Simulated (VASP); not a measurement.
# PbO in VASP: further runs

Runs on PbO. Level: PBE. Tasks: single point.

Program: VASP 6.6.1. These are calculated values, not measurements. Logs are shortened: lines on timing, memory, paths and dates and some standing lists are left out, and cuts for length are marked.

**1. The cell of the first run**

The structure is hexagonal, space group P6_3/mmc (No. 194). Conventional cell: a = 3.618 Å, b = 3.618 Å, c = 6.352 Å, α = 90.00°, β = 90.00°, γ = 120.00°. Pb (site symmetry -6m2) has 6 O at 2.62 Å and 12 Pb at 3.62 to 3.80 Å within 3.9 Å. Within 3.7 Å of O (site symmetry -3m) lie 6 Pb at 2.62 Å and 8 O at 3.18 to 3.62 Å.

**2. Single point, PBE, non-collinear spin, zero start, spin-orbit coupling**

The input, INCAR:

```
SYSTEM = PbO
PREC     = Accurate       ! precision mode
ENCUT    = 520            ! plane-wave cutoff, eV
EDIFF    = 1E-7           ! SCF threshold, eV
ISMEAR   = 0              ! smearing method
SIGMA    = 0.05           ! smearing width, eV
LREAL    = .FALSE.        ! projectors in reciprocal space
LASPH    = .TRUE.         ! aspherical terms in the spheres
NELM     = 150            ! most SCF steps
ALGO     = Normal         ! electronic algorithm
ISIF     = 2              ! what is computed and relaxed
LWAVE    = .FALSE.        ! write WAVECAR
LCHARG   = .FALSE.        ! write CHGCAR
LNONCOLLINEAR= .TRUE.         ! non-collinear magnetism
MAGMOM   = 0 0 0 0 0 0 0 0 0 0 0 0 ! initial moments
LORBIT   = 11             ! projections on sites
LSORBIT  = .TRUE.         ! spin-orbit coupling
GGA_COMPAT= .FALSE.      
LORBMOM  = .TRUE.       
GGA      = PE             ! functional
NBANDS   = 54             ! bands
```

The input, KPOINTS:

```
Automatic mesh
0
G
  10 10 6
  0 0 0
```

The input, POSCAR:

```
PbO
1.0
    3.6181561545      0.0000000000      0.0000000000
   -1.8090780772      3.1334151446      0.0000000000
    0.0000000000      0.0000000000      6.3515547832
Pb O
2 2
Direct
    0.3333333333      0.6666666667      0.2500000000
    0.6666666667      0.3333333333      0.7500000000
    0.0000000000      0.0000000000      0.0000000000
    0.0000000000      0.0000000000      0.5000000000
```

Potentials or basis: VASP PAW PBE potentials, release 64 (Pb_d, O).

Started as:

```sh
> cat potpaw_PBE.64/Pb_d/POTCAR potpaw_PBE.64/O/POTCAR > POTCAR
> mpirun -np 1 vasp_ncl > vasp.out
```

OUTCAR:

```text
SYSTEM = PbO
   PREC = Accurate
   ENCUT = 520
   EDIFF = 1E-7
   ISMEAR = 0
   LREAL = .FALSE.
   LASPH = .TRUE.
   NELM = 150
   ISIF = 2
   LNONCOLLINEAR = .TRUE.
   LORBIT = 11
   LSORBIT = .TRUE.
   GGA = PE

 ion  position               nearest neighbor table
   1  0.333  0.667  0.250-   3 2.62   4 2.62   3 2.62   4 2.62   3 2.62   4 2.62   2 3.80   2 3.80
                             2 3.80   2 3.80   2 3.80   2 3.80
   2  0.667  0.333  0.750-   3 2.62   4 2.62   3 2.62   4 2.62   3 2.62   4 2.62   1 3.80   1 3.80
                             1 3.80   1 3.80   1 3.80   1 3.80
   3  0.000  0.000  0.000-   1 2.62   2 2.62   1 2.62   2 2.62   2 2.62   1 2.62
   4  0.000  0.000  0.500-   1 2.62   2 2.62   1 2.62   2 2.62   2 2.62   1 2.62

  LATTYP: Found a hexagonal cell.
 ALAT       =     3.6181561545
 C/A-ratio  =     1.7554672911

  Lattice vectors:

 A1 = (   3.6181561545,   0.0000000000,   0.0000000000)
 A2 = (  -1.8090780772,   3.1334151446,   0.0000000000)
 A3 = (   0.0000000000,   0.0000000000,   6.3515547832)

Analysis of symmetry for initial positions (statically):
=====================================================================
 Subroutine PRICEL returns:
 Original cell was already a primitive cell.

 Routine SETGRP: Setting up the symmetry group for a
 hexagonal supercell.

 Subroutine GETGRP returns: Found 24 space group operations
 (whereof 12 operations were pure point group operations)
 out of a pool of 24 trial point group operations.

The static configuration has the point symmetry D_3d.
 The point group associated with its full space group is D_6h.

Analysis of symmetry for dynamics (positions and initial velocities):
=====================================================================
 Subroutine PRICEL returns:
 Original cell was already a primitive cell.

 Routine SETGRP: Setting up the symmetry group for a
 hexagonal supercell.

 Subroutine GETGRP returns: Found 24 space group operations
 (whereof 12 operations were pure point group operations)
 out of a pool of 24 trial point group operations.

The dynamic configuration has the point symmetry D_3d.
 The point group associated with its full space group is D_6h.

Analysis of structural, dynamic, and magnetic symmetry:
=====================================================================
 Subroutine PRICEL returns:
 Original cell was already a primitive cell.

 Routine SETGRP: Setting up the symmetry group for a
 hexagonal supercell.

 Subroutine GETGRP returns: Found 24 space group operations
 (whereof 12 operations were pure point group operations)
 out of a pool of 24 trial point group operations.

The overall configuration has the point symmetry D_3d.
 The point group associated with its full space group is D_6h.

 Subroutine INISYM returns: Found 24 space group operations
 (whereof 12 operations are pure point group operations),
 and found     1 'primitive' translations

----------------------------------------------------------------------------------------

                                     Primitive cell

  volume of cell :      72.0088

  direct lattice vectors                    reciprocal lattice vectors
     3.618156154  0.000000000  0.000000000     0.276383870  0.159570302  0.000000000
    -1.809078077  3.133415145  0.000000000     0.000000000  0.319140603  0.000000000
     0.000000000  0.000000000  6.351554783     0.000000000  0.000000000  0.157441766

  length of vectors
     3.618156154  3.618156154  6.351554783     0.319140603  0.319140603  0.157441766

  position of ions in fractional coordinates (direct lattice)
     0.333333333  0.666666667  0.250000000
     0.666666667  0.333333333  0.750000000
     0.000000000  0.000000000  0.000000000
     0.000000000  0.000000000  0.500000000

  ion indices of the primitive-cell ions
   primitive index   ion index
                 1           1
                 2           2
                 3           3
                 4           4

----------------------------------------------------------------------------------------

 KPOINTS: Automatic mesh

Automatic generation of k-mesh.
 Grid dimensions read from file:
 generate k-points for:   10   10    6

 Generating k-lattice:

  Cartesian coordinates                     Fractional coordinates (reciprocal lattice)
     0.027638387  0.015957030  0.000000000     0.100000000 -0.000000000  0.000000000
     0.000000000  0.031914060  0.000000000     0.000000000  0.100000000  0.000000000
     0.000000000  0.000000000  0.026240294     0.000000000  0.000000000  0.166666667

  Length of vectors
     0.031914060  0.031914060  0.026240294

  Shift w.r.t. Gamma in fractional coordinates (k-lattice)
[... 79 lines left out ...]
   AEXX    =    0.0000 exact exchange contribution
   IVDW    =     0    specifies the selected vdW correction
   LEPSILON=     F    determine dielectric tensor
   LRPA    =     F    only Hartree local field effects (RPA)
 Gauss-broadening in eV      SIGMA  =   0.05
  energy-cutoff  :      520.00
  volume of cell :       72.01
 maximum number of plane-waves:      3926
 NGX is ok and might be reduce to    28
   NGX = 13   NGY = 13   NGZ = 23

 number of electron      39.9999993 magnetization      -0.0000000     -0.0000000      0.0000000

 number of electron      39.9999993 magnetization      -0.0000000      0.0000000      0.0000000

 number of electron      39.9999993 magnetization      -0.0000000     -0.0000000     -0.0000000

 number of electron      39.9999993 magnetization       0.0000000      0.0000000      0.0000000

 Free energy of the ion-electron system (eV)
  ---------------------------------------------------
  ext. energy  EPLUGINS =         0.00000000
  ---------------------------------------------------
  free energy    TOTEN  =       -21.28764048 eV

  energy without entropy =      -21.28762043  energy(sigma->0) =      -21.28763046

 E-fermi :   6.4435     XC(G=0): -10.5942

 val. band max:        6.3786892163   @ k =   0.0000   0.0000   0.0000
 cond. band min:       6.5331878119   @ k =   0.5000   0.0000   0.1667
 fundamental gap:      0.1544985956
 Fermi energy:         6.4434638030

 k-point     1 :       0.0000    0.0000    0.0000
  band No.  band energies     occupation
      1     -11.5328      1.00000
      2     -11.5328      1.00000
      3     -11.5256      1.00000
      4     -11.5256      1.00000
      5     -11.4847      1.00000
      6     -11.4847      1.00000
[... 1309 lines left out ...]
     51      12.4313      0.00000
     52      12.4313      0.00000

 [... further k-points ...]

 [bands above 52 left out]

------------------------ aborting loop because EDIFF is reached ----------------------------------------

  FORCE on cell =-STRESS in cart. coord.  units (eV):
  Direction    XX          YY          ZZ          XY          YZ          ZX
  --------------------------------------------------------------------------------------
  -------------------------------------------------------------------------------------
  Total       -0.1435981     -0.1435981     -0.0715581     -0.0000000      0.0000000      0.0000000
  in kB       -3.1950237     -3.1950237     -1.5921511     -0.0000000      0.0000000      0.0000000
  external PRESSURE =      -2.6607329 kB  Pullay stress =       0.0000000 kB

 VOLUME and BASIS-vectors are now :
 -----------------------------------------------------------------------------
  energy-cutoff  :      520.00
  volume of cell :       72.01
      direct lattice vectors                 reciprocal lattice vectors
     3.618156154  0.000000000  0.000000000     0.276383870  0.159570302  0.000000000
    -1.809078077  3.133415145  0.000000000     0.000000000  0.319140603  0.000000000
     0.000000000  0.000000000  6.351554783     0.000000000  0.000000000  0.157441766

 POSITION                                       TOTAL-FORCE (eV/Angst)
 -----------------------------------------------------------------------------------
     -0.00000      2.08894      1.58789         0.000000      0.000000     -0.000000
      1.80908      1.04447      4.76367        -0.000000      0.000000      0.000000
      0.00000      0.00000      0.00000         0.000000     -0.000000      0.000000
      0.00000      0.00000      3.17578         0.000000     -0.000000      0.000000
 -----------------------------------------------------------------------------------
    total drift:                                0.000000      0.000000      0.000000

  FREE ENERGIE OF THE ION-ELECTRON SYSTEM (eV)
  ---------------------------------------------------
  free  energy   TOTEN  =       -21.2876404831 eV

  energy  without entropy=      -21.2876204303  energy(sigma->0) =      -21.28763046

 orbital moment (x)

 # of ion     p       d       tot
 ----------------------------------------
  1         0.000   0.000   0.000
  2         0.000  -0.000   0.000
  3         0.000   0.000   0.000
  4        -0.000   0.000  -0.000
 ----------------------------------------
            0.000  -0.000   0.000

 orbital moment (y)

 # of ion     p       d       tot
 ----------------------------------------
  1         0.000   0.000   0.000
  2         0.000  -0.000   0.000
  3         0.000   0.000   0.000
  4         0.000   0.000   0.000
 ----------------------------------------
            0.000   0.000   0.000

 orbital moment (z)

 # of ion     p       d       tot
 ----------------------------------------
  1         0.000   0.000   0.000
  2         0.000   0.000   0.000
  3         0.000   0.000   0.000
  4         0.000   0.000   0.000
 ----------------------------------------
            0.000   0.000   0.000

 Spin-Orbit-Coupling matrix elements

 Ion:    1  E_soc:     -0.7332443
 l=   1
     0.0000000    -0.0553872    -0.0567972
    -0.0553872     0.0000000    -0.0553872
    -0.0567972    -0.0553872     0.0000000
 l=   2
     0.0000000    -0.0132113     0.0000000    -0.0132113    -0.0536671
    -0.0132113     0.0000000    -0.0397331    -0.0130720    -0.0132113
     0.0000000    -0.0397331     0.0000000    -0.0397331     0.0000000
    -0.0132113    -0.0130720    -0.0397331     0.0000000    -0.0132113
    -0.0536671    -0.0132113     0.0000000    -0.0132113     0.0000000
 l=   3
     0.0000000     0.0000000     0.0000000     0.0000000     0.0000000     0.0000000     0.0000000
     0.0000000     0.0000000     0.0000000     0.0000000     0.0000000     0.0000000     0.0000000
     0.0000000     0.0000000     0.0000000     0.0000000     0.0000000     0.0000000     0.0000000
     0.0000000     0.0000000     0.0000000     0.0000000     0.0000000     0.0000000     0.0000000
[... 49 lines left out ...]
 l=   2
     0.0000000     0.0000000     0.0000000     0.0000000     0.0000000
     0.0000000     0.0000000     0.0000000     0.0000000     0.0000000
     0.0000000     0.0000000     0.0000000     0.0000000     0.0000000
     0.0000000     0.0000000     0.0000000     0.0000000     0.0000000
     0.0000000     0.0000000     0.0000000     0.0000000     0.0000000
 l=   3
     0.0000000     0.0000000     0.0000000     0.0000000     0.0000000     0.0000000     0.0000000
     0.0000000     0.0000000     0.0000000     0.0000000     0.0000000     0.0000000     0.0000000
     0.0000000     0.0000000     0.0000000     0.0000000     0.0000000     0.0000000     0.0000000
     0.0000000     0.0000000     0.0000000     0.0000000     0.0000000     0.0000000     0.0000000
     0.0000000     0.0000000     0.0000000     0.0000000     0.0000000     0.0000000     0.0000000
     0.0000000     0.0000000     0.0000000     0.0000000     0.0000000     0.0000000     0.0000000
     0.0000000     0.0000000     0.0000000     0.0000000     0.0000000     0.0000000     0.0000000

 total charge

# of ion       s       p       d       tot
------------------------------------------
    1        1.484   0.478   9.856  11.818
    2        1.484   0.478   9.856  11.818
    3        1.587   3.286   0.000   4.874
    4        1.587   3.286   0.000   4.874
--------------------------------------------------
tot          6.143   7.529  19.713  33.384

 magnetization (x)

# of ion       s       p       d       tot
------------------------------------------
    1        0.000   0.000  -0.000  -0.000
    2        0.000   0.000  -0.000  -0.000
    3        0.000  -0.000   0.000  -0.000
    4        0.000   0.000   0.000   0.000
--------------------------------------------------
tot          0.000  -0.000  -0.000  -0.000

 magnetization (y)

# of ion       s       p       d       tot
------------------------------------------
    1       -0.000   0.000   0.000  -0.000
    2       -0.000   0.000   0.000  -0.000
    3        0.000   0.000   0.000   0.000
    4        0.000   0.000   0.000   0.000
--------------------------------------------------
tot         -0.000   0.000   0.000  -0.000

 magnetization (z)

# of ion       s       p       d       tot
------------------------------------------
    1        0.000   0.000   0.000   0.000
    2        0.000   0.000   0.000   0.000
    3       -0.000   0.000   0.000  -0.000
    4        0.000   0.000   0.000   0.000
--------------------------------------------------
tot         -0.000   0.000   0.000  -0.000
```

Run time: 8.9 min. Hardware: 1 thread of Intel Xeon Platinum 8488C (Sapphire Rapids), shared host; peak memory 0.52 GiB.

Results:

| Quantity | Value |
| --- | --- |
| Free energy | -21.2876 eV |
| Pressure | -0.3 GPa |
| Net moment | 0.00 μB per cell |
| Valence electrons inside the program's atomic spheres | Pb 11.82; O 4.87 |

Stress tensor (GPa, compression positive):
```
-0.32  0.00  0.00
 0.00 -0.32  0.00
 0.00  0.00 -0.16
```

Moments on the atoms (μB; x, y, z):
```
Pb  0.00 0.00 0.00
Pb  0.00 0.00 0.00
O   0.00 0.00 0.00
O   0.00 0.00 0.00
```

[end of part 1 of 2]
